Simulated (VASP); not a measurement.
**CaSe: single point with PBE**

The system is CaSe, a sheet with vacuum.

```
Ca Se
1.0
     4.03011    0.00000    0.00000
     0.00000    4.03011    0.00000
     0.00000    0.00000   23.80000
Ca Se
1 1
Cartesian
  0.0000 0.0000 7.0000
  2.0151 2.0151 7.0000
```

The cell was generated, and may not be a known phase.

```json
{
 "Program": "VASP 6.6.1",
 "Task": "single point",
 "Functional": "PBE",
 "Potentials or basis": "VASP PAW PBE potentials, release 64 (Ca_sv, Se)",
 "Cutoff": "520 eV",
 "k mesh": "8 × 8 × 1",
 "Occupations": "gaussian, width 0.02 eV",
 "Spin": "no spin polarisation",
 "Dipole correction": "yes",
 "Further INCAR settings": "ALGO = Normal; EDIFF = 1e-06; NBANDS = 15"
}
```

The band gap on the k mesh is 2.49 eV.

Levels at points of the mesh, in eV from the valence-band top:
```
           k point  band 5  band 6  band 7  band 8  band 9  band 10  band 11  band 12
(0.00, 0.00, 0.00)  -11.16   -1.05    0.00    0.00    2.49     2.58     4.19     4.53
(0.50, 0.00, 0.00)  -10.68   -2.66   -0.92   -0.82    3.88     4.40     5.06     5.26
(0.50, 0.50, 0.00)  -10.76   -1.56   -1.56   -0.07    3.41     3.41     4.34     5.36
```

It took 2.8 min on 1 thread of Intel(R) Xeon(R) Platinum 8259CL CPU @ 2.50GHz (Skylake/Cascade Lake) (shared host), peak memory 0.42 GiB.
